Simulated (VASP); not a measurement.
# NaI (R-3m) in VASP: notebook, part 2 of 2

VASP 6.6.1. Earlier steps stand in the parts before.

### Step 4. Single point, PBE

This run uses another cell than the first one, of the same volume but with other edges.

File INCAR:

```
ALGO     = Normal         # electronic algorithm
EDIFF    = 1E-6           # SCF threshold, eV
ENCUT    = 520            # plane-wave cutoff, eV
GGA      = PE             # functional
ISIF     = 2              # what is computed and relaxed
ISMEAR   = 0              # smearing method
LASPH    = T              # aspherical terms in the spheres
LCHARG   = T              # write CHGCAR
LELF     = T              # ELF
LREAL    = F              # projectors in reciprocal space
LVHAR    = T            
LWAVE    = F              # write WAVECAR
NBANDS   = 14             # bands
NELM     = 80             # most SCF steps
PREC     = Accurate       # precision mode
SIGMA    = 0.05           # smearing width, eV
```

File KPOINTS:

```
k-points
0
Gamma
  8 8 8
```

File POSCAR:

```
NaI
1.0
    0.7888875205      3.6750613759      3.6750613759
    3.6750613759      0.7888875205      3.6750613759
    3.6750613759      3.6750613759      0.7888875205
Na I
1 1
Direct
    0.0000000000      0.0000000000      0.0000000000
    0.5000000000      0.5000000000      0.5000000000
```

Potentials or basis: VASP PAW PBE potentials, release 64 (Na_pv, I).

On the command line:

```
$ cat potpaw_PBE.64/Na_pv/POTCAR potpaw_PBE.64/I/POTCAR > POTCAR
$ mpirun -np 1 vasp_std > vasp.out
```

OUTCAR:

```text
EDIFF = 1E-6
   ENCUT = 520
   GGA = PE
   ISIF = 2
   ISMEAR = 0
   LASPH = T
   LREAL = F
   NELM = 80
   PREC = Accurate

 ion  position               nearest neighbor table
   1  0.000  0.000  0.000-
   2  0.500  0.500  0.500-

  LATTYP: Found a trigonal (rhomboedric) cell.
 ALAT       =     5.2568522666
 COS(alpha) =     0.6985651702

  Lattice vectors:

 A1 = (   0.7888875205,   3.6750613759,   3.6750613759)
 A2 = (   3.6750613759,   0.7888875205,   3.6750613759)
 A3 = (   3.6750613759,   3.6750613759,   0.7888875205)

Analysis of symmetry for initial positions (statically):
=====================================================================
 Subroutine PRICEL returns:
 Original cell was already a primitive cell.

 Routine SETGRP: Setting up the symmetry group for a
 trigonal (rhombohedral) supercell.

 Subroutine GETGRP returns: Found 12 space group operations
 (whereof 12 operations were pure point group operations)
 out of a pool of 12 trial point group operations.

The static configuration has the point symmetry D_3d.

Analysis of symmetry for dynamics (positions and initial velocities):
[... 174 lines left out ...]
      7       1.8483      2.00000
      8       3.6283      0.00000
      9       8.0074      0.00000
     10      10.3340      0.00000
     11      10.3340      0.00000
     12      11.1882      0.00000
     13      11.3888      0.00000
     14      11.3888      0.00000
[... 377 lines left out ...]
      1     -21.9182      2.00000
      2     -21.9140      2.00000
      3     -21.8669      2.00000
      4      -9.7613      2.00000
      5      -0.4741      2.00000
      6       0.1714      2.00000
      7       1.4848      2.00000
      8       5.3923      0.00000
      9       8.3351      0.00000
     10       9.0813      0.00000
     11       9.8833      0.00000
     12      10.3161      0.00000
     13      11.8529      0.00000
     14      12.0567      0.00000

 [... further k-points ...]

------------------------ aborting loop because EDIFF is reached ----------------------------------------

  FORCE on cell =-STRESS in cart. coord.  units (eV):
  Direction    XX          YY          ZZ          XY          YZ          ZX
  --------------------------------------------------------------------------------------
  -------------------------------------------------------------------------------------
  Total        0.2111162      0.2111162      0.2111162     -1.1469720     -1.1469720     -1.1469720
  in kB        4.9890236      4.9890236      4.9890236    -27.1048380    -27.1048380    -27.1048380
  external PRESSURE =       4.9890236 kB  Pullay stress =       0.0000000 kB

 VOLUME and BASIS-vectors are now :
 -----------------------------------------------------------------------------
  energy-cutoff  :      520.00
  volume of cell :       67.80
      direct lattice vectors                 reciprocal lattice vectors
     0.788887520  3.675061376  3.675061376    -0.190031296  0.156448179  0.156448179
     3.675061376  0.788887520  3.675061376     0.156448179 -0.190031296  0.156448179
     3.675061376  3.675061376  0.788887520     0.156448179  0.156448179 -0.190031296

 POSITION                                       TOTAL-FORCE (eV/Angst)
 -----------------------------------------------------------------------------------
      0.00000      0.00000      0.00000        -0.000000      0.000000      0.000000
      4.06951      4.06951      4.06951         0.000000     -0.000000     -0.000000
 -----------------------------------------------------------------------------------
    total drift:                                0.000000     -0.000000     -0.000000

  FREE ENERGIE OF THE ION-ELECTRON SYSTEM (eV)
  ---------------------------------------------------
  free  energy   TOTEN  =        -5.0497615714 eV

  energy  without entropy=       -5.0497615714  energy(sigma->0) =       -5.04976157
```

It took 2 min on 1 thread of Intel Xeon 8259CL, shared host; peak memory 0.27 GiB.

Results:

- Free energy: -5.0498 eV
- Pressure: 0.5 GPa
- Band gap on the k mesh: 1.78 eV

Caveat: spin-orbit coupling is left out, which moves the levels of the heavy elements. A k mesh can miss the band edges.

### Step 5. Single point, PBE

This run uses another cell than the first one, of the same volume but with other edges.

File INCAR:

```
SYSTEM = NaI
PREC = Accurate
ENCUT = 520
EDIFF = 1E-6
ISMEAR = 0
SIGMA = 0.05
LREAL = .FALSE.
LASPH = .TRUE.
NELM = 80
ALGO = Normal
ISIF = 2
LWAVE = .FALSE.
LCHARG = .FALSE.
GGA = PE
NBANDS = 14
```

File KPOINTS:

```
regular mesh
0
G
  8 8 8
  0 0 0
```

File POSCAR:

```
NaI
1.0
   -1.0232470658      2.8139294310      2.8139294310
    2.8139294310     -1.0232470658      2.8139294310
    2.8139294310      2.8139294310     -1.0232470658
Na I
1 1
Direct
    0.0000000000      0.0000000000      0.0000000000
    0.5000000000      0.5000000000      0.5000000000
```

On the command line:

```
$ cat potpaw_PBE.64/Na_pv/POTCAR potpaw_PBE.64/I/POTCAR > POTCAR
$ mpirun -np 1 vasp_std > vasp.out
```

Wall time 52 s (1 thread of Intel Xeon 8259CL, shared host); peak memory 0.21 GiB.

It converged, with:

* Free energy: -5.1173 eV
* Pressure: 0.0 GPa
* Band gap on the k mesh: 2.52 eV (least direct gap 2.64 eV)

Stress tensor (GPa, compression positive):
```
0.03 0.57 0.57
0.57 0.03 0.57
0.57 0.57 0.03
```

Levels at points of the mesh, in eV from the valence-band top:
| k point | band 5 | band 6 | band 7 | band 8 | band 9 | band 10 |
| --- | --- | --- | --- | --- | --- | --- |
| (0.00, 0.00, 0.00) | -0.63 | -0.63 | -0.12 | 2.52 | 5.95 | 5.95 |
| (0.50, 0.00, 0.00) | -2.94 | -0.40 | -0.05 | 4.74 | 6.57 | 6.88 |
| (0.50, 0.50, 0.00) | -2.41 | -2.13 | 0.00 | 3.14 | 6.65 | 8.04 |
| (0.50, 0.50, 0.50) | -2.10 | -1.69 | -1.69 | 3.96 | 4.86 | 4.86 |

Caveat: spin-orbit coupling is left out, which moves the levels of the heavy elements.

### Step 6. Single point, PBE

This run uses another cell than the first one, of the same volume but with other edges.

File INCAR:

```
PREC = Accurate
ENCUT = 520
EDIFF = 1E-6
ISMEAR = 0
SIGMA = 0.05
LREAL = False
LASPH = True
NELM = 80
ALGO = Normal
ISIF = 2
LWAVE = False
LCHARG = True
GGA = PE
LELF = True
LVHAR = True
NBANDS = 14
```

File KPOINTS:

```
regular mesh
0
Gamma
  8 8 8
```

File POSCAR:

```
NaI
1.0
   -0.3416561300      3.0749051701      3.0749051701
    3.0749051701     -0.3416561300      3.0749051701
    3.0749051701      3.0749051701     -0.3416561300
Na I
1 1
Direct
    0.0000000000      0.0000000000      0.0000000000
    0.5000000000      0.5000000000      0.5000000000
```

Potentials or basis: VASP PAW PBE potentials, release 64 (Na_pv, I).

On the command line:

```
$ cat potpaw_PBE.64/Na_pv/POTCAR potpaw_PBE.64/I/POTCAR > POTCAR
$ mpirun -np 1 vasp_std > vasp.out
```

Run time: 57 s. Hardware: 1 thread of Intel Xeon 8259CL, shared host; peak memory 0.21 GiB.

The run converged. Its results:

* Free energy: -5.3397 eV
* Pressure: 0.4 GPa
* Band gap on the k mesh: 3.14 eV

Stress tensor (GPa, compression positive):
```
0.39 0.60 0.60
0.60 0.39 0.60
0.60 0.60 0.39
```

Levels at points of the mesh, in eV from the valence-band top:
```
           k point  band 5  band 6  band 7  band 8  band 9  band 10
(0.00, 0.00, 0.00)   -0.55   -0.55    0.00    3.14    6.97     6.97
(0.50, 0.00, 0.00)   -2.63   -0.66   -0.34    4.80    6.83     7.97
(0.50, 0.50, 0.00)   -2.30   -1.45   -0.74    3.95    5.38     9.03
(0.50, 0.50, 0.50)   -2.42   -1.02   -1.02    4.34    6.32     6.32
```

Caveat: spin-orbit coupling is left out, which moves the levels of the heavy elements. A k mesh can miss the band edges.

### Step 7. The runs side by side

```csv
cell,gap on the mesh (eV),pressure (GPa)
"a = 6.292 Å, angles 33.6°, 2 atoms",none,1.4
"a = 4.198 Å, angles 75.3°, 2 atoms",2.73,0.2
"a = 5.257 Å, angles 45.7°, 2 atoms",1.78,0.5
"a = 4.109 Å, angles 82.7°, 2 atoms",2.52,0.0
"a = 4.362 Å, angles 67.3°, 2 atoms",3.14,0.4
```

Alike in all rows: task single point; level PBE; potentials or basis VASP PAW PBE potentials, release 64 (Na_pv, I); no spin polarisation; k mesh 8 × 8 × 8; cutoff (eV) 520; smearing gaussian 0.05 eV.

Caveats: spin-orbit coupling is left out, which moves the levels of the heavy elements.

Total energies depend on the potentials used, so only differences within one code and one set of settings carry meaning.
